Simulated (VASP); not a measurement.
CaO:

```
Ca O
1.0
     0.00000    2.39755    2.39755
     2.39755    0.00000    2.39755
     2.39755    2.39755    0.00000
Ca O
1 1
Cartesian
  0.0000 0.0000 0.0000
  2.3975 2.3975 2.3975
```

Base run:

| Property | Result |
| --- | --- |
| Program | VASP 6.6.1 |
| Functional | HSE06 |
| Potentials or basis | VASP PAW PBE potentials, release 64 (Ca_sv, O) |
| Cutoff | 520 eV |
| k mesh | 6 × 6 × 6 |
| Occupations | gaussian, width 0.01 eV |
| Spin | no spin polarisation |

Its results: band gap on the k mesh 5.29 eV (least direct gap 5.72 eV); pressure 1.0 GPa.

**Question.** The run is repeated on the same cell with these changes: functional from HSE06 to r2SCAN; k mesh from 6 × 6 × 6 to 10 × 10 × 10. What comes out?

**Answer.** Band gap on the k mesh 4.19 eV (least direct gap 4.56 eV); pressure 1.0 GPa.

Several settings changed at once.

Caveats: the PAW data sets were made with another functional, which shifts forces and pressure a little.

A k mesh can miss the band edges.
